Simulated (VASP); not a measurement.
# NaTa3O2 (C2/m) in VASP: single point with PBE

Aim: the single point of NaTa3O2 with PBE.

All numbers are computed with VASP 6.6.1; they aren't measurements. Logs are shortened: lines on timing, memory, paths and dates and some standing lists are left out, and cuts for length are marked.

### Step 1. The cell of the first run

The structure is monoclinic, space group C2/m (No. 12). The conventional cell has a = 9.855 Å, b = 3.194 Å, c = 5.565 Å, α = 90.00°, β = 103.93°, γ = 90.00°. Within 3.4 Å of Na (site symmetry 2/m) lie 6 O at 2.35 to 3.40 Å and 10 Ta at 3.14 to 3.21 Å and 2 Na at 3.19 Å. Within 3.3 Å of Ta (site symmetry 2/m) lie 2 O at 2.24 Å and 8 Ta at 2.84 to 3.19 Å and 4 Na at 3.21 Å. Within 2.9 Å of Ta (site symmetry m) lie 3 O at 2.16 to 2.33 Å and 4 Ta at 2.84 to 2.86 Å. Within 2.9 Å of O (site symmetry m) lie 4 Ta at 2.16 to 2.33 Å and 2 Na at 2.35 Å and 2 O at 2.71 Å.

### Step 2. Single point, PBE

INCAR reads:

```
PREC = Accurate
ENCUT = 520
EDIFF = 1E-6
ISMEAR = 0
SIGMA = 0.1
LREAL = F
LASPH = T
NELM = 100
ALGO = Normal
ISIF = 2
LWAVE = F
LCHARG = F
GGA = PE
NBANDS = 35
```

KPOINTS reads:

```
regular mesh
0
Gamma
  10 10 6
```

POSCAR reads:

```
NaTa3O2
1.0
    4.9273287549     -1.5970751036      0.0194804763
    4.9273287549      1.5970751036      0.0194804763
   -1.3611417573      0.0000000000      5.3963885099
Na Ta O
1 3 2
Direct
    0.5000000000      0.5000000000      0.5000000000
    0.0000000000      0.0000000000      0.0000000000
    0.2627488517      0.2627488517      0.7935695172
    0.7372511483      0.7372511483      0.2064304828
    0.1451199461      0.1451199461      0.3766701657
    0.8548800539      0.8548800539      0.6233298343
```

Potentials or basis: VASP PAW PBE potentials, release 64 (Na_pv, Ta_pv, O).

Started as:

```
> cat potpaw_PBE.64/Na_pv/POTCAR potpaw_PBE.64/Ta_pv/POTCAR potpaw_PBE.64/O/POTCAR > POTCAR
> mpirun -np 1 vasp_std > vasp.out
```

OUTCAR:

```text
PREC = Accurate
   ENCUT = 520
   EDIFF = 1E-6
   ISMEAR = 0
   LREAL = F
   LASPH = T
   NELM = 100
   ISIF = 2
   GGA = PE

 ion  position               nearest neighbor table
   1  0.500  0.500  0.500-   5 2.35   5 2.35   6 2.35   6 2.35   4 3.14   3 3.14   4 3.14   3 3.14
                             3 3.16   4 3.16
   2  0.000  0.000  0.000-   5 2.24   6 2.24   4 2.84   4 2.84   3 2.84   3 2.84   3 3.08   4 3.08

   3  0.263  0.263  0.794-   6 2.16   6 2.16   5 2.33   2 2.84   2 2.84   4 2.86   4 2.86   2 3.08
                             1 3.14   1 3.14   1 3.16   4 3.59   4 3.59
   4  0.737  0.737  0.206-   5 2.16   5 2.16   6 2.33   2 2.84   2 2.84   3 2.86   3 2.86   2 3.08
                             1 3.14   1 3.14   1 3.16   3 3.59   3 3.59
   5  0.145  0.145  0.377-   4 2.16   4 2.16   2 2.24   3 2.33   1 2.35   1 2.35
   6  0.855  0.855  0.623-   3 2.16   3 2.16   2 2.24   4 2.33   1 2.35   1 2.35

  LATTYP: Found a base centered monoclinic cell.
 ALAT       =     9.8547345267
 B/A-ratio  =     0.3241234148
 C/A-ratio  =     0.5647441298
 COS(beta)  =    -0.2407366082

  Lattice vectors:

 A1 = (   4.9273287549,  -1.5970751036,   0.0194804763)
 A2 = (   4.9273287549,   1.5970751036,   0.0194804763)
 A3 = (  -1.3611417573,   0.0000000000,   5.3963885099)

Analysis of symmetry for initial positions (statically):
=====================================================================
 Subroutine PRICEL returns:
 Original cell was already a primitive cell.

 Routine SETGRP: Setting up the symmetry group for a
 base centered monoclinic supercell.

 Subroutine GETGRP returns: Found  4 space group operations
 (whereof  4 operations were pure point group operations)
 out of a pool of  4 trial point group operations.

The static configuration has the point symmetry C_2h.

Analysis of symmetry for dynamics (positions and initial velocities):
=====================================================================
 Subroutine PRICEL returns:
 Original cell was already a primitive cell.

 Routine SETGRP: Setting up the symmetry group for a
 base centered monoclinic supercell.

 Subroutine GETGRP returns: Found  4 space group operations
 (whereof  4 operations were pure point group operations)
 out of a pool of  4 trial point group operations.

The dynamic configuration has the point symmetry C_2h.

 Subroutine INISYM returns: Found  4 space group operations
 (whereof  4 operations are pure point group operations),
 and found     1 'primitive' translations

----------------------------------------------------------------------------------------

                                     Primitive cell

  volume of cell :      85.0164

  direct lattice vectors                    reciprocal lattice vectors
     4.927328755 -1.597075104  0.019480476     0.101373770 -0.313072315  0.025569707
     4.927328755  1.597075104  0.019480476     0.101373770  0.313072315  0.025569707
    -1.361141757  0.000000000  5.396388510    -0.000731900  0.000000000  0.185124510

  length of vectors
     5.179729436  5.179729436  5.565403474     0.330067759  0.330067759  0.185125957

  position of ions in fractional coordinates (direct lattice)
     0.500000000  0.500000000  0.500000000
     0.000000000  0.000000000  0.000000000
     0.262748852  0.262748852  0.793569517
     0.737251148  0.737251148  0.206430483
     0.145119946  0.145119946  0.376670166
     0.854880054  0.854880054  0.623329834

  ion indices of the primitive-cell ions
   primitive index   ion index
                 1           1
                 2           2
                 3           3
                 4           4
                 5           5
                 6           6

----------------------------------------------------------------------------------------

 KPOINTS: regular mesh

Automatic generation of k-mesh.
 Grid dimensions read from file:
 generate k-points for:   10   10    6

 Generating k-lattice:

  Cartesian coordinates                     Fractional coordinates (reciprocal lattice)
     0.010137377 -0.031307232  0.002556971     0.100000000  0.000000000 -0.000000000
     0.010137377  0.031307232  0.002556971     0.000000000  0.100000000 -0.000000000
    -0.000121983  0.000000000  0.030854085     0.000000000  0.000000000  0.166666667

  Length of vectors
     0.033006776  0.033006776  0.030854326

  Shift w.r.t. Gamma in fractional coordinates (k-lattice)
     0.000000000  0.000000000  0.000000000

 Subroutine IBZKPT returns following result:
 ===========================================

 Found    172 irreducible k-points:

 Following reciprocal coordinates:
            Coordinates               Weight
  0.000000  0.000000  0.000000      1.000000
  0.100000 -0.000000  0.000000      4.000000
  0.200000 -0.000000  0.000000      4.000000
  0.300000 -0.000000 -0.000000      4.000000
  0.400000  0.000000 -0.000000      4.000000
  0.500000  0.000000 -0.000000      2.000000
[... 16 lines left out ...]
  0.300000  0.300000 -0.000000      2.000000
  0.400000  0.300000 -0.000000      4.000000
 [... further k-points ...]
   k-points           NKPTS =    172   k-points in BZ     NKDIM =    172   number of bands    NBANDS=     35
   number of dos      NEDOS =    301   number of ions     NIONS =      6
   total plane-waves  NPLWV =  67200
   dimension x,y,z NGX =    40 NGY =   40 NGZ =   42
   dimension x,y,z NGXF=    80 NGYF=   80 NGZF=   84
   ions per type =               1   3   2
   NGX,Y,Z   is equivalent  to a cutoff of  12.84, 12.84, 12.55 a.u.
   NGXF,Y,Z  is equivalent  to a cutoff of  25.68, 25.68, 25.09 a.u.
 SYSTEM =  unknown system
   PREC   = accura    normal or accurate (medium, high low for compatibility)
   ISTART =      0    job   : 0-new  1-cont  2-samecut
   ICHARG =      2    charge: 1-file 2-atom 10-const
   ISPIN  =      1    spin polarized calculation?
   LNONCOLLINEAR =      F non collinear calculations
   LSORBIT =      F    spin-orbit coupling
   LASPH  =      T    aspherical Exc in radial PAW
   ENCUT  =  520.0 eV  38.22 Ry    6.18 a.u.   9.63  9.63 10.35*2*pi/ulx,y,z
   NELM   =    100;   NELMIN=  2; NELMDL= -5     # of ELM steps
   EDIFF  = 0.1E-05   stopping-criterion for ELM
   LREAL  =      F    real-space projection
   EDIFFG = 0.1E-04   stopping-criterion for IOM
   NSW    =      0    number of steps for IOM
   IBRION =     -1    ionic relax: 0-MD 1-quasi-New 2-CG
   NFREE  =      0    steps in history (QN), initial steepest desc. (CG)
   ISIF   =      2    stress and relaxation
   ISYM   =      2    0-nonsym 1-usesym 2-fastsym
   POTIM  = 0.5000    time-step for ionic-motion
   TEBEG  =    0.0;   TEEND  =   0.0 temperature during run
   PSTRESS=    0.0 pullay stress
   NELECT =      52.0000    total number of electrons
   NUPDOWN=      -1.0000    fix difference up-down
   EMIN   =  10.00;   EMAX   =-10.00  energy-range for DOS
   EFERMI =   0.00;   METHOD = LEGACY
   ISMEAR =     0;   SIGMA  =   0.10  broadening in eV -4-tet -1-fermi 0-gaus
   EFERMI_NEDOS =   21; number of points for ismear=-14 and -15
   IALGO  =     38    algorithm
   IMIX   =      4    mixing-type and parameters
     AMIX     =   0.40;   BMIX     =  1.00
     AMIX_MAG =   1.60;   BMIX_MAG =  1.00
  volume/ion in A,a.u.               =      14.17        95.62
  Fermi-wavevector in a.u.,A,eV,Ry     =   1.389659  2.626075 26.274926  1.931153
  Thomas-Fermi vector in A             =   2.513669
   LORBIT       =      0    0 simple, 1 ext, 2 COOP (PROOUT), +10 PAW based schemes
   GGA     = PE    functional components
   LHFCALC =     F    Hartree Fock is set to
   AEXX    =    0.0000 exact exchange contribution
   IVDW    =     0    specifies the selected vdW correction
   LEPSILON=     F    determine dielectric tensor
   LRPA    =     F    only Hartree local field effects (RPA)
 non-spin polarized calculation
 Gauss-broadening in eV      SIGMA  =   0.10
  energy-cutoff  :      520.00
  volume of cell :       85.02
 maximum number of plane-waves:      2316
   NGX = 19   NGY = 19   NGZ = 21

 number of electron      52.0000000 magnetization

 Free energy of the ion-electron system (eV)
  ---------------------------------------------------
  ext. energy  EPLUGINS =         0.00000000
  ---------------------------------------------------
  free energy    TOTEN  =       -52.81014669 eV

  energy without entropy =      -52.79143144  energy(sigma->0) =      -52.80078906

 E-fermi :   5.6399     XC(G=0): -11.7626

 val. band max:        5.6387969912   @ k =  -0.4000   0.1000   0.1667
 cond. band min:       5.6518491831   @ k =   0.3000   0.3000  -0.0000
 fundamental gap:      0.0130521919
 Fermi energy:         5.6399395208

 k-point     1 :       0.0000    0.0000    0.0000
  band No.  band energies     occupation
      1     -29.5931      2.00000
      2     -29.4913      2.00000
      3     -29.1865      2.00000
      4     -29.1476      2.00000
      5     -29.0821      2.00000
      6     -29.0528      2.00000
[... 27 lines left out ...]
     34       9.4366      0.00000
     35       9.6668      0.00000

 k-point     2 :       0.1000   -0.0000    0.0000
  band No.  band energies     occupation
      1     -29.5875      2.00000
      2     -29.4772      2.00000
      3     -29.2185      2.00000
      4     -29.1513      2.00000
      5     -29.1132      2.00000
      6     -29.0574      2.00000
[... 27 lines left out ...]
     34       8.9460      0.00000
     35       9.6815      0.00000

 k-point     3 :       0.2000   -0.0000    0.0000
  band No.  band energies     occupation
      1     -29.5890      2.00000
      2     -29.4425      2.00000
      3     -29.2687      2.00000
      4     -29.1960      2.00000
      5     -29.1575      2.00000
      6     -29.0799      2.00000
[... 27 lines left out ...]
     34       9.3363      0.00000
     35       9.8975      0.00000
[... 723 lines left out ...]
 k-point    23 :       0.3000    0.3000   -0.0000
  band No.  band energies     occupation
      1     -29.5375      2.00000
      2     -29.5222      2.00000
      3     -29.2218      2.00000
      4     -29.1956      2.00000
      5     -29.0123      2.00000
      6     -28.9871      2.00000
[... 27 lines left out ...]
     34       9.4000      0.00000
     35       9.5534      0.00000

 k-point    24 :       0.4000    0.3000   -0.0000
  band No.  band energies     occupation
      1     -29.5234      2.00000
      2     -29.5112      2.00000
      3     -29.2619      2.00000
      4     -29.2059      2.00000
      5     -29.0408      2.00000
      6     -28.9756      2.00000
[... 27 lines left out ...]
     34       9.5682      0.00000
     35       9.6614      0.00000

 [... further k-points ...]

------------------------ aborting loop because EDIFF is reached ----------------------------------------

  FORCE on cell =-STRESS in cart. coord.  units (eV):
  Direction    XX          YY          ZZ          XY          YZ          ZX
  --------------------------------------------------------------------------------------
  -------------------------------------------------------------------------------------
  Total        0.0871069      0.1486595      0.1470478      0.0000000      0.0000000     -0.0069655
  in kB        1.6415734      2.8015630      2.7711893      0.0000000      0.0000000     -0.1312682
  external PRESSURE =       2.4047752 kB  Pullay stress =       0.0000000 kB

 VOLUME and BASIS-vectors are now :
 -----------------------------------------------------------------------------
  energy-cutoff  :      520.00
  volume of cell :       85.02
      direct lattice vectors                 reciprocal lattice vectors
     4.927328755 -1.597075104  0.019480476     0.101373770 -0.313072315  0.025569707
     4.927328755  1.597075104  0.019480476     0.101373770  0.313072315  0.025569707
    -1.361141757  0.000000000  5.396388510    -0.000731900  0.000000000  0.185124510

 POSITION                                       TOTAL-FORCE (eV/Angst)
 -----------------------------------------------------------------------------------
      4.24676      0.00000      2.71767         0.000000      0.000000      0.000000
      0.00000      0.00000      0.00000         0.000000      0.000000      0.000000
      1.50914      0.00000      4.29265        -0.035956      0.000000      0.045498
      6.98438      0.00000      1.14270         0.035956      0.000000     -0.045498
      0.91741      0.00000      2.03831        -0.023818      0.000000      0.026343
      7.57611      0.00000      3.39704         0.023818      0.000000     -0.026343
 -----------------------------------------------------------------------------------
    total drift:                                0.000000     -0.000000      0.000000

  FREE ENERGIE OF THE ION-ELECTRON SYSTEM (eV)
  ---------------------------------------------------
  free  energy   TOTEN  =       -52.8101466924 eV

  energy  without entropy=      -52.7914314357  energy(sigma->0) =      -52.80078906
```

It took 11 min on 1 thread of Intel Xeon Platinum 8259CL at 2.50GHz (Skylake/Cascade Lake), shared host; peak memory 0.54 GiB.

What came out:

```yaml
Free_energy: -52.8101 eV
Pressure: 0.2 GPa
Largest_force: 0.058 eV/Å
Band_gap_on_the_k_mesh: zero (bands 26 and 27 overlap by 0.49 eV)
```

Forces on the atoms (eV/Å):
```
Na   0.000  0.000  0.000
Ta   0.000  0.000  0.000
Ta  -0.036  0.000  0.045
Ta   0.036  0.000 -0.045
O   -0.024  0.000  0.026
O    0.024  0.000 -0.026
```

Levels at points of the mesh, in eV from the Fermi level:
```csv
k point,band 24,band 25,band 26,band 27,band 28,band 29
"(0.00, 0.00, 0.00)",-0.79,-0.51,0.15,0.93,1.07,1.37
"(0.50, 0.00, 0.00)",-1.74,-0.95,-0.46,-0.23,1.22,2.30
"(0.50, 0.50, 0.00)",-0.88,-0.02,0.13,0.36,1.12,1.14
"(0.00, 0.00, 0.50)",-1.45,-0.28,-0.19,0.90,1.11,1.16
"(0.50, 0.00, 0.50)",-1.73,-1.01,-0.19,0.07,1.06,2.53
"(0.50, 0.50, 0.50)",-1.93,-0.61,-0.54,0.84,0.88,1.02
```

Caveat: spin-orbit coupling is left out, which moves the levels of the heavy elements.
